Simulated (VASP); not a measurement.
# NbC3 (I4/mmm) in VASP: further runs, part 2 of 2

VASP 6.6.1.

## Step 4: Relaxation of cell and atoms, PBE

This run uses another cell than the first one, of 9.68 Å³/atom.

File INCAR:

```
PREC     = Accurate       # precision mode
ENCUT    = 600            # plane-wave cutoff, eV
EDIFF    = 1E-6           # SCF threshold, eV
ISMEAR   = 0              # smearing method
SIGMA    = 0.1            # smearing width, eV
LREAL    = False          # projectors in reciprocal space
LASPH    = True           # aspherical terms in the spheres
NELM     = 100            # most SCF steps
ALGO     = Normal         # electronic algorithm
ISIF     = 3              # what is computed and relaxed
LWAVE    = False          # write WAVECAR
LCHARG   = False          # write CHGCAR
GGA      = PE             # functional
IBRION   = 2              # ionic algorithm
NSW      = 90             # ionic steps
EDIFFG   = -0.04          # ionic threshold
```

File KPOINTS:

```
Automatic mesh
0
Gamma
  8 8 8
```

File POSCAR:

```
NbC3
1.0
   -1.6305566079      1.6305566079      3.6422822931
    1.6305566079     -1.6305566079      3.6422822931
    1.6305566079      1.6305566079     -3.6422822931
Nb C
1 3
Direct
    0.0000000000      0.0000000000      0.0000000000
    0.5000000000      0.5000000000      0.0000000000
    0.2500000000      0.7500000000      0.5000000000
    0.7500000000      0.2500000000      0.5000000000
```

The run is started by

```bash
> cat potpaw_PBE.64/Nb_sv/POTCAR potpaw_PBE.64/C/POTCAR > POTCAR
> mpirun -np 1 vasp_std > vasp.out
```

Run time: 4.3 min. Hardware: 1 thread of AMD EPYC 7R13 (Zen 3), shared host; peak memory 0.21 GiB.

Results (log left out):

```
Free energy                           : -30.4512 eV
Relaxed volume                        : 9.01 Å³/atom
Relaxed cell                          : a = 4.391 Å, b = 4.391 Å, c = 4.391 Å, α = 139.02°, β = 139.02°, γ = 59.35°
Space group after relaxing (to 0.1 Å) : I4/mmm (No. 139)
Energy gained by relaxing             : 102.2 meV/atom
Ionic steps                           : 5
Pressure after relaxing               : 0.5 GPa
Band gap on the k mesh                : zero (an odd number of electrons rules out a gap without spin polarisation)
```

Stress tensor (GPa, compression positive):
```
0.65 0.00 0.00
0.00 0.65 0.00
0.00 0.00 0.31
```

The path:
| step | energy change (eV) | largest force (eV/Å) | pressure (GPa) | volume (Å³) |
| --- | --- | --- | --- | --- |
| 1 | 0.0000 | 0.0000 | -17.00 | 38.74 |
| 2 | -0.2002 | 0.0000 | 24.59 | 33.17 |
| 3 | -0.3525 | 0.0000 | 5.22 | 35.18 |
| 4 | -0.4082 | 0.0000 | 1.13 | 35.94 |
| 5 | -0.4088 | 0.0000 | 0.54 | 36.05 |

Final structure:
```xyz
4
Lattice="-1.5371 1.5371 3.8148 1.5371 -1.5371 3.8148 1.5371 1.5371 -3.8148" Properties=species:S:1:pos:R:3 pbc="T T T"
Nb    0.0000    0.0000    0.0000
C     0.0000    0.0000    3.8148
C     1.5371    0.0000    1.9074
C     0.0000    1.5371    1.9074
```

Levels at points of the mesh, in eV from the Fermi level:
```csv
k point,band 8,band 9,band 10,band 11,band 12,band 13,band 14,band 15,band 16
"(0.00, 0.00, 0.00)",-4.53,-4.39,-4.34,-4.34,-0.54,-0.54,1.55,3.35,4.13
"(0.50, 0.00, 0.00)",-7.24,-4.98,-3.73,-1.16,-0.71,-0.01,0.64,1.59,2.64
"(0.50, 0.50, 0.00)",-6.76,-6.04,-4.57,-4.12,-0.71,0.73,2.85,2.97,3.25
"(0.50, 0.50, 0.50)",-3.60,-3.60,-3.26,0.17,0.67,0.67,0.70,0.70,1.10
```

Caveat: an odd number of electrons without spin polarisation forces a metal; a magnetic or distorted state may lie lower.

## Step 5: Single point, PBE

This run uses another cell than the first one, of 9.07 Å³/atom.

File INCAR:

```
PREC = Accurate
ENCUT = 520
EDIFF = 1E-7
ISMEAR = 0
SIGMA = 0.1
LREAL = F
LASPH = T
NELM = 80
ALGO = Normal
ISIF = 2
LWAVE = F
LCHARG = F
GGA = PE
NBANDS = 20
```

File KPOINTS:

```
Automatic mesh
0
Gamma
  20 20 20
```

File POSCAR:

```
NbC3
1.0
   -1.5332550040      1.5332550040      3.8585819854
    1.5332550040     -1.5332550040      3.8585819854
    1.5332550040      1.5332550040     -3.8585819854
Nb C
1 3
Direct
    0.0000000000      0.0000000000      0.0000000000
    0.5000000000      0.5000000000      0.0000000000
    0.2500000000      0.7500000000      0.5000000000
    0.7500000000      0.2500000000      0.5000000000
```

Potentials or basis: VASP PAW PBE potentials, release 64 (Nb_sv, C).

The run is started by

```bash
> cat potpaw_PBE.64/Nb_sv/POTCAR potpaw_PBE.64/C/POTCAR > POTCAR
> mpirun -np 1 vasp_std > vasp.out
```

OUTCAR:

```text
PREC = Accurate
   ENCUT = 520
   EDIFF = 1E-7
   ISMEAR = 0
   LREAL = F
   LASPH = T
   NELM = 80
   ISIF = 2
   GGA = PE

 ion  position               nearest neighbor table
   1  0.000  0.000  0.000-   2 2.17   2 2.17   2 2.17   2 2.17   4 2.46   3 2.46   4 2.46   3 2.46
                             4 2.46   4 2.46   3 2.46   3 2.46
   2  0.500  0.500  0.000-   1 2.17   1 2.17   1 2.17   1 2.17
   3  0.250  0.750  0.500-   1 2.46   1 2.46   1 2.46   1 2.46
   4  0.750  0.250  0.500-   1 2.46   1 2.46   1 2.46   1 2.46

  LATTYP: Found a body centered tetragonal cell.
 ALAT       =     3.0665100080
 C/A-ratio  =     2.5165950708

  Lattice vectors:

 A1 = (  -1.5332550040,   1.5332550040,   3.8585819854)
 A2 = (   1.5332550040,  -1.5332550040,   3.8585819854)
 A3 = (   1.5332550040,   1.5332550040,  -3.8585819854)

Analysis of symmetry for initial positions (statically):
=====================================================================
 Subroutine PRICEL returns:
 Original cell was already a primitive cell.

 Routine SETGRP: Setting up the symmetry group for a
[... 172 lines left out ...]

 E-fermi :  10.4495     XC(G=0): -13.0143

 val. band max:       10.4493256518   @ k =  -0.1500   0.2000   0.1500
 cond. band min:      10.4513899816   @ k =  -0.4500   0.2000  -0.0000
 fundamental gap:      0.0020643299
 Fermi energy:        10.4494871973

 k-point     1 :       0.0000    0.0000    0.0000
  band No.  band energies     occupation
      1     -45.0268      2.00000
      2     -21.1482      2.00000
      3     -20.8920      2.00000
      4     -20.8920      2.00000
      5      -5.2993      2.00000
      6       0.4485      2.00000
[... 541 lines left out ...]
     19      15.0621      0.00000
     20      16.5784      0.00000

 [... further k-points ...]

------------------------ aborting loop because EDIFF is reached ----------------------------------------

  FORCE on cell =-STRESS in cart. coord.  units (eV):
  Direction    XX          YY          ZZ          XY          YZ          ZX
  --------------------------------------------------------------------------------------
  -------------------------------------------------------------------------------------
  Total       -0.0720363     -0.0720363     -0.0517331      0.0000000     -0.0000000      0.0000000
  in kB       -3.1808680     -3.1808680     -2.2843505      0.0000000     -0.0000000      0.0000000
  external PRESSURE =      -2.8820288 kB  Pullay stress =       0.0000000 kB

 VOLUME and BASIS-vectors are now :
 -----------------------------------------------------------------------------
  energy-cutoff  :      520.00
  volume of cell :       36.28
      direct lattice vectors                 reciprocal lattice vectors
    -1.533255004  1.533255004  3.858581985     0.000000000  0.326103615  0.129581282
     1.533255004 -1.533255004  3.858581985     0.326103615  0.000000000  0.129581282
     1.533255004  1.533255004 -3.858581985     0.326103615  0.326103615  0.000000000

 POSITION                                       TOTAL-FORCE (eV/Angst)
 -----------------------------------------------------------------------------------
      0.00000      0.00000      0.00000         0.000000     -0.000000      0.000000
      0.00000      0.00000      3.85858         0.000000     -0.000000      0.000000
      1.53326      0.00000      1.92929         0.000000      0.000000     -0.000000
      0.00000      1.53326      1.92929        -0.000000     -0.000000      0.000000
 -----------------------------------------------------------------------------------
    total drift:                               -0.000000      0.000000      0.000000

  FREE ENERGIE OF THE ION-ELECTRON SYSTEM (eV)
  ---------------------------------------------------
  free  energy   TOTEN  =       -30.4405745123 eV

  energy  without entropy=      -30.4304614085  energy(sigma->0) =      -30.43551796
```

OSZICAR:

```text
N       E                     dE             d eps       ncg     rms          rms(c)
DAV:   1     0.178836444715E+03    0.17884E+03   -0.13204E+04 25640   0.123E+03
DAV:   2    -0.227513266793E+02   -0.20159E+03   -0.19546E+03 32924   0.393E+02
DAV:   3    -0.329623955346E+02   -0.10211E+02   -0.98967E+01 39460   0.748E+01
DAV:   4    -0.333834862818E+02   -0.42109E+00   -0.41841E+00 37944   0.132E+01
DAV:   5    -0.333988965951E+02   -0.15410E-01   -0.15397E-01 39868   0.240E+00    0.129E+01
DAV:   6    -0.306129352976E+02    0.27860E+01   -0.16625E+01 37604   0.262E+01    0.420E+00
DAV:   7    -0.304562592249E+02    0.15668E+00   -0.13935E+00 34032   0.733E+00    0.260E+00
DAV:   8    -0.304431165398E+02    0.13143E-01   -0.13031E-01 36388   0.235E+00    0.143E+00
DAV:   9    -0.304406305151E+02    0.24860E-02   -0.31797E-02 41520   0.155E+00    0.301E-01
DAV:  10    -0.304404940912E+02    0.13642E-03   -0.32668E-03 39456   0.490E-01    0.145E-01
DAV:  11    -0.304405770514E+02   -0.82960E-04   -0.45196E-04 36344   0.215E-01    0.136E-02
DAV:  12    -0.304405738286E+02    0.32228E-05   -0.45237E-05 41296   0.582E-02    0.173E-02
DAV:  13    -0.304405747386E+02   -0.91004E-06   -0.45800E-06 31504   0.177E-02    0.231E-03
DAV:  14    -0.304405745683E+02    0.17031E-06   -0.31700E-07 29736   0.539E-03    0.140E-03
DAV:  15    -0.304405745123E+02    0.56034E-07   -0.47349E-08 19220   0.176E-03
   1 F= -.30440575E+02 E0= -.30435518E+02  d E =-.101131E-01
```

stdout:

```text
POSCAR found type information on POSCAR NbC
 POSCAR found :  2 types and       4 ions
 scaLAPACK will be used
 LDA part: xc-table for (Slater+PW92), standard interpolation
 POSCAR, INCAR and KPOINTS ok, starting setup
 FFT: planning ... GRIDC
 FFT: planning ... GRID_SOFT
 FFT: planning ... GRID
 WAVECAR not read
 entering main loop
```

Wall time 13 min (1 thread of AMD EPYC 7R13 (Zen 3), shared host); peak memory 0.51 GiB.

Results:

```yaml
Free_energy: -30.4406 eV
Pressure: -0.3 GPa
Band_gap_on_the_k_mesh: zero (an odd number of electrons rules out a gap without spin polarisation)
```

Levels at points of the mesh, in eV from the Fermi level:
```tsv
k point	band 10	band 11	band 12	band 13	band 14	band 15	band 16	band 17
(0.00, 0.00, 0.00)	-4.28	-4.28	-0.50	-0.50	1.56	3.28	3.98	3.98
(0.50, 0.00, 0.00)	-3.85	-1.11	-0.77	0.01	0.68	1.63	2.61	4.04
(0.50, 0.50, 0.00)	-4.56	-4.06	-0.77	0.62	2.72	2.75	3.14	3.66
(0.50, 0.50, 0.50)	-3.42	0.02	0.65	0.65	0.69	0.69	0.79	1.13
```

Caveat: an odd number of electrons without spin polarisation forces a metal; a magnetic or distorted state may lie lower.

## Step 6: Overview

```csv
task,cell,k mesh,cutoff (eV),gap on the mesh (eV),pressure (GPa)
single point,"a = 4.390 Å, angles 138.9, 138.9, 59.5°, 4 atoms",8 × 8 × 8,520,none,-0.2
single point,"a = 4.311 Å, angles 135.6, 135.6, 64.7°, 4 atoms",8 × 8 × 8,520,none,-16.9
relaxation of cell and atoms,"relaxed from a = 4.311 Å, angles 135.6, 135.6, 64.7°, 4 atoms",8 × 8 × 8,600,none,0.5
single point,"a = 4.426 Å, angles 139.5, 139.5, 58.7°, 4 atoms",20 × 20 × 20,520,none,-0.3
```

Alike in all rows: level PBE; potentials or basis VASP PAW PBE potentials, release 64 (Nb_sv, C); no spin polarisation; smearing gaussian 0.1 eV.

Caveats: an odd number of electrons without spin polarisation forces a metal; a magnetic or distorted state may lie lower; the stress differs along the axes, from -27 to 2 GPa (at least some runs).

Absolute energies hang on the potentials; compare differences alone.

The gap in the log of VASP goes by the Fermi energy; the results here count the filled bands.